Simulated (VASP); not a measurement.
# Sc2AlP3 (P-6m2) in VASP: notebook

Sc2AlP3 is run at these levels: PBE; tasks: single point.

All numbers are computed with VASP 6.6.1; they aren't measurements. Logs are shortened: lines on timing, memory, paths and dates and some standing lists are left out, and cuts for length are marked.

## (1) The cell of the first run

It takes space group P-6m2 (No. 187, hexagonal). The conventional cell has a = 4.054 Å, b = 4.054 Å, c = 7.357 Å, α = 90.00°, β = 90.00°, γ = 120.00°. Sc (site symmetry 3m) has 9 P at 2.84 to 3.12 Å and 3 Al at 3.12 Å and 1 Sc at 3.23 Å within 3.7 Å. Within 3.2 Å of Al (site symmetry -6m2) lie 3 P at 2.34 Å and 6 Sc at 3.12 Å. P (site symmetry -6m2) has 3 P at 2.34 Å and 6 Sc at 2.84 Å within 3.1 Å. Within 3.2 Å of P (site symmetry -6m2) lie 3 Al at 2.34 Å and 6 Sc at 3.12 Å. Within 3.1 Å of P (site symmetry -6m2) lie 3 P at 2.34 Å and 6 Sc at 2.84 Å.

The cell was generated, and may not be a known phase.

## (2) Single point, PBE

Contents of INCAR:

```
  ALGO = Normal
  EDIFF = 1E-7
  ENCUT = 520
  GGA = PE
  ISIF = 2
  ISMEAR = 0
  LASPH = True
  LCHARG = False
  LREAL = False
  LWAVE = False
  NBANDS = 29
  NELM = 60
  PREC = Accurate
  SIGMA = 0.1
```

Contents of KPOINTS:

```
k-points
0
Gamma
  6 6 2
```

Contents of POSCAR:

```
Sc2AlP3
1.0
    4.0542218015     -0.0000000029      0.0000000000
   -2.0271108983      3.5110590741      0.0000000000
    0.0000000000      0.0000000000      7.3569715516
Sc Al P
2 1 3
Direct
    0.6666666667      0.3333333333      0.2803191128
    0.6666666667      0.3333333333      0.7196808872
    0.0000000000      0.0000000000      0.0000000000
    0.0000000000      0.0000000000      0.5000000000
    0.3333333333      0.6666666667      0.0000000000
    0.3333333333      0.6666666667      0.5000000000
```

Potentials or basis: VASP PAW PBE potentials, release 64 (Sc_sv, Al, P).

The run is started by

```bash
$ cat potpaw_PBE.64/Sc_sv/POTCAR potpaw_PBE.64/Al/POTCAR potpaw_PBE.64/P/POTCAR > POTCAR
$ mpirun -np 1 vasp_std > vasp.out
```

OUTCAR:

```text
EDIFF = 1E-7
   ENCUT = 520
   GGA = PE
   ISIF = 2
   ISMEAR = 0
   LASPH = True
   LREAL = False
   NELM = 60
   PREC = Accurate

 ion  position               nearest neighbor table
   1  0.667  0.333  0.280-   6 2.84   6 2.84   4 2.84   4 2.84   4 2.84   6 2.84   5 3.12   5 3.12
                             3 3.12   3 3.12   3 3.12   5 3.12   2 3.23
   2  0.667  0.333  0.720-   6 2.84   6 2.84   4 2.84   4 2.84   4 2.84   6 2.84   5 3.12   5 3.12
                             3 3.12   3 3.12   3 3.12   5 3.12   1 3.23
   3  0.000  0.000  0.000-   5 2.34   5 2.34   5 2.34   1 3.12   2 3.12   2 3.12   1 3.12   2 3.12
                             1 3.12
   4  0.000  0.000  0.500-   6 2.34   6 2.34   6 2.34   1 2.84   2 2.84   2 2.84   1 2.84   2 2.84
                             1 2.84
   5  0.333  0.667  0.000-   3 2.34   3 2.34   3 2.34   1 3.12   2 3.12   1 3.12   2 3.12   1 3.12
                             2 3.12
   6  0.333  0.667  0.500-   4 2.34   4 2.34   4 2.34   1 2.84   2 2.84   1 2.84   2 2.84   1 2.84
                             2 2.84

  LATTYP: Found a hexagonal cell.
 ALAT       =     4.0542218015
 C/A-ratio  =     1.8146445636

  Lattice vectors:

 A1 = (   4.0542218015,  -0.0000000029,   0.0000000000)
 A2 = (  -2.0271108983,   3.5110590741,   0.0000000000)
 A3 = (   0.0000000000,   0.0000000000,   7.3569715516)

Analysis of symmetry for initial positions (statically):
=====================================================================
 Subroutine PRICEL returns:
 Original cell was already a primitive cell.

 Routine SETGRP: Setting up the symmetry group for a
 hexagonal supercell.

 Subroutine GETGRP returns: Found 12 space group operations
 (whereof 12 operations were pure point group operations)
 out of a pool of 24 trial point group operations.

The static configuration has the point symmetry D_3h.

Analysis of symmetry for dynamics (positions and initial velocities):
=====================================================================
 Subroutine PRICEL returns:
 Original cell was already a primitive cell.

 Routine SETGRP: Setting up the symmetry group for a
 hexagonal supercell.

 Subroutine GETGRP returns: Found 12 space group operations
 (whereof 12 operations were pure point group operations)
 out of a pool of 24 trial point group operations.

The dynamic configuration has the point symmetry D_3h.

 Subroutine INISYM returns: Found 12 space group operations
 (whereof 12 operations are pure point group operations),
 and found     1 'primitive' translations

----------------------------------------------------------------------------------------

                                     Primitive cell

  volume of cell :     104.7236

  direct lattice vectors                    reciprocal lattice vectors
     4.054221801 -0.000000003  0.000000000     0.246656461  0.142407174  0.000000000
    -2.027110898  3.511059074  0.000000000     0.000000000  0.284814348  0.000000000
     0.000000000  0.000000000  7.356971552     0.000000000  0.000000000  0.135925495

  length of vectors
     4.054221801  4.054221802  7.356971552     0.284814348  0.284814348  0.135925495

  position of ions in fractional coordinates (direct lattice)
     0.666666667  0.333333333  0.280319113
     0.666666667  0.333333333  0.719680887
     0.000000000  0.000000000  0.000000000
     0.000000000  0.000000000  0.500000000
     0.333333333  0.666666667  0.000000000
     0.333333333  0.666666667  0.500000000

  ion indices of the primitive-cell ions
   primitive index   ion index
                 1           1
                 2           2
                 3           3
                 4           4
                 5           5
                 6           6

----------------------------------------------------------------------------------------

 KPOINTS: k-points

Automatic generation of k-mesh.
 Grid dimensions read from file:
 generate k-points for:    6    6    2

 Generating k-lattice:

  Cartesian coordinates                     Fractional coordinates (reciprocal lattice)
     0.041109410  0.023734529  0.000000000     0.166666667  0.000000000  0.000000000
     0.000000000  0.047469058  0.000000000    -0.000000000  0.166666667  0.000000000
     0.000000000  0.000000000  0.067962748     0.000000000  0.000000000  0.500000000

  Length of vectors
     0.047469058  0.047469058  0.067962748

  Shift w.r.t. Gamma in fractional coordinates (k-lattice)
     0.000000000  0.000000000  0.000000000

 Subroutine IBZKPT returns following result:
 ===========================================

 Found     14 irreducible k-points:

 Following reciprocal coordinates:
            Coordinates               Weight
  0.000000  0.000000  0.000000      1.000000
  0.166667  0.000000  0.000000      6.000000
  0.333333  0.000000  0.000000      6.000000
  0.500000  0.000000  0.000000      3.000000
  0.166667  0.166667  0.000000      6.000000
  0.333333  0.166667  0.000000     12.000000
  0.333333  0.333333  0.000000      2.000000
  0.000000  0.000000  0.500000      1.000000
  0.166667  0.000000  0.500000      6.000000
  0.333333  0.000000  0.500000      6.000000
  0.500000  0.000000  0.500000      3.000000
  0.166667  0.166667  0.500000      6.000000
  0.333333  0.166667  0.500000     12.000000
  0.333333  0.333333  0.500000      2.000000
   k-points           NKPTS =     14   k-points in BZ     NKDIM =     14   number of bands    NBANDS=     29
   number of dos      NEDOS =    301   number of ions     NIONS =      6
   total plane-waves  NPLWV =  50400
   dimension x,y,z NGX =    30 NGY =   30 NGZ =   56
   dimension x,y,z NGXF=    60 NGYF=   60 NGZF=  112
   ions per type =               2   1   3
   NGX,Y,Z   is equivalent  to a cutoff of  12.30, 12.30, 12.65 a.u.
   NGXF,Y,Z  is equivalent  to a cutoff of  24.60, 24.60, 25.31 a.u.
 SYSTEM =  unknown system
   PREC   = accura    normal or accurate (medium, high low for compatibility)
   ISTART =      0    job   : 0-new  1-cont  2-samecut
   ICHARG =      2    charge: 1-file 2-atom 10-const
   ISPIN  =      1    spin polarized calculation?
   LNONCOLLINEAR =      F non collinear calculations
   LSORBIT =      F    spin-orbit coupling
   LASPH  =      T    aspherical Exc in radial PAW
   ENCUT  =  520.0 eV  38.22 Ry    6.18 a.u.   7.54  7.54 13.68*2*pi/ulx,y,z
   NELM   =     60;   NELMIN=  2; NELMDL= -5     # of ELM steps
   EDIFF  = 0.1E-06   stopping-criterion for ELM
   LREAL  =      F    real-space projection
   EDIFFG = 0.1E-05   stopping-criterion for IOM
   NSW    =      0    number of steps for IOM
   IBRION =     -1    ionic relax: 0-MD 1-quasi-New 2-CG
   NFREE  =      0    steps in history (QN), initial steepest desc. (CG)
   ISIF   =      2    stress and relaxation
   ISYM   =      2    0-nonsym 1-usesym 2-fastsym
   POTIM  = 0.5000    time-step for ionic-motion
   TEBEG  =    0.0;   TEEND  =   0.0 temperature during run
   PSTRESS=    0.0 pullay stress
   NELECT =      40.0000    total number of electrons
   NUPDOWN=      -1.0000    fix difference up-down
   EMIN   =  10.00;   EMAX   =-10.00  energy-range for DOS
   EFERMI =   0.00;   METHOD = LEGACY
   ISMEAR =     0;   SIGMA  =   0.10  broadening in eV -4-tet -1-fermi 0-gaus
   EFERMI_NEDOS =   21; number of points for ismear=-14 and -15
   IALGO  =     38    algorithm
   IMIX   =      4    mixing-type and parameters
     AMIX     =   0.40;   BMIX     =  1.00
     AMIX_MAG =   1.60;   BMIX_MAG =  1.00
  volume/ion in A,a.u.               =      17.45       117.78
  Fermi-wavevector in a.u.,A,eV,Ry     =   1.187809  2.244633 19.196325  1.410890
  Thomas-Fermi vector in A             =   2.323952
   LORBIT       =      0    0 simple, 1 ext, 2 COOP (PROOUT), +10 PAW based schemes
   GGA     = PE    functional components
   LHFCALC =     F    Hartree Fock is set to
   AEXX    =    0.0000 exact exchange contribution
   IVDW    =     0    specifies the selected vdW correction
   LEPSILON=     F    determine dielectric tensor
   LRPA    =     F    only Hartree local field effects (RPA)
 non-spin polarized calculation
 Gauss-broadening in eV      SIGMA  =   0.10
  energy-cutoff  :      520.00
  volume of cell :      104.72
 maximum number of plane-waves:      2845
   NGX = 15   NGY = 15   NGZ = 27

 number of electron      40.0000001 magnetization

 Free energy of the ion-electron system (eV)
  ---------------------------------------------------
  ext. energy  EPLUGINS =         0.00000000
  ---------------------------------------------------
  free energy    TOTEN  =       -35.41987121 eV

  energy without entropy =      -35.40536467  energy(sigma->0) =      -35.41261794

 E-fermi :   7.7032     XC(G=0): -10.6269

 val. band max:        7.5494061298   @ k =   0.0000   0.0000   0.5000
 cond. band min:       7.7063708256   @ k =   0.1667   0.1667   0.5000
 fundamental gap:      0.1569646958
 Fermi energy:         7.7031593834

 k-point     1 :       0.0000    0.0000    0.0000
  band No.  band energies     occupation
      1     -42.4708      2.00000
      2     -42.4582      2.00000
      3     -21.2001      2.00000
      4     -21.1150      2.00000
      5     -21.1150      2.00000
      6     -21.0977      2.00000
[... 21 lines left out ...]
     28       9.1655      0.00000
     29      10.1247      0.00000

 k-point     2 :       0.1667    0.0000    0.0000
  band No.  band energies     occupation
      1     -42.4702      2.00000
      2     -42.4576      2.00000
      3     -21.1967      2.00000
      4     -21.1267      2.00000
      5     -21.1177      2.00000
      6     -21.1074      2.00000
[... 21 lines left out ...]
     28      10.0558      0.00000
     29      10.2218      0.00000

 k-point     3 :       0.3333    0.0000    0.0000
  band No.  band energies     occupation
      1     -42.4689      2.00000
      2     -42.4565      2.00000
      3     -21.1898      2.00000
      4     -21.1502      2.00000
      5     -21.1267      2.00000
      6     -21.1230      2.00000
[... 318 lines left out ...]
      5     -21.1332      2.00000
      6     -21.1306      2.00000
[... 21 lines left out ...]
     28      10.0781      0.00000
     29      10.8072      0.00000

 k-point    14 :       0.3333    0.3333    0.5000
  band No.  band energies     occupation
      1     -42.4675      2.00000
      2     -42.4560      2.00000
      3     -21.1734      2.00000
      4     -21.1460      2.00000
      5     -21.1459      2.00000
      6     -21.1263      2.00000
[... 21 lines left out ...]
     28       9.8066      0.00000
     29      10.2823      0.00000

------------------------ aborting loop because EDIFF is reached ----------------------------------------

  FORCE on cell =-STRESS in cart. coord.  units (eV):
  Direction    XX          YY          ZZ          XY          YZ          ZX
  --------------------------------------------------------------------------------------
  -------------------------------------------------------------------------------------
  Total       -0.1180805     -0.1180805      0.0204307      0.0000000      0.0000000      0.0000000
  in kB       -1.8065254     -1.8065254      0.3125711      0.0000000      0.0000000      0.0000000
  external PRESSURE =      -1.1001599 kB  Pullay stress =       0.0000000 kB

 VOLUME and BASIS-vectors are now :
 -----------------------------------------------------------------------------
  energy-cutoff  :      520.00
  volume of cell :      104.72
      direct lattice vectors                 reciprocal lattice vectors
     4.054221801 -0.000000003  0.000000000     0.246656461  0.142407174  0.000000000
    -2.027110898  3.511059074  0.000000000     0.000000000  0.284814348  0.000000000
     0.000000000  0.000000000  7.356971552     0.000000000  0.000000000  0.135925495

 POSITION                                       TOTAL-FORCE (eV/Angst)
 -----------------------------------------------------------------------------------
      2.02711      1.17035      2.06230        -0.000000     -0.000000     -0.009993
      2.02711      1.17035      5.29467         0.000000      0.000000      0.009993
      0.00000      0.00000      0.00000         0.000000      0.000000      0.000000
      0.00000      0.00000      3.67849         0.000000     -0.000000      0.000000
      0.00000      2.34071      0.00000        -0.000000      0.000000      0.000000
      0.00000      2.34071      3.67849        -0.000000      0.000000      0.000000
 -----------------------------------------------------------------------------------
    total drift:                               -0.000001      0.000000      0.000000

  FREE ENERGIE OF THE ION-ELECTRON SYSTEM (eV)
  ---------------------------------------------------
  free  energy   TOTEN  =       -35.4198712147 eV

  energy  without entropy=      -35.4053646728  energy(sigma->0) =      -35.41261794
```

It took 33 s on 1 thread of Intel Xeon Platinum 8559C (Emerald Rapids), shared host; peak memory 0.22 GiB.

What came out:

| Property | Result |
| --- | --- |
| Free energy | -35.4199 eV |
| Pressure | -0.1 GPa |
| Largest force | 0.010 eV/Å |
| Band gap on the k mesh | zero (bands 20 and 21 overlap by 1.75 eV) |

Forces on the atoms (eV/Å):
```
Sc   0.000  0.000 -0.010
Sc   0.000  0.000  0.010
Al   0.000  0.000  0.000
P    0.000  0.000  0.000
P    0.000  0.000  0.000
P    0.000  0.000  0.000
```

Caveat: the k points lie up to 0.43 Å⁻¹ apart, too coarse for converged energies and pressures of a metal.

(Continued in part 2 of 2.)

The gap in the log of VASP goes by the Fermi energy; the results here count the filled bands.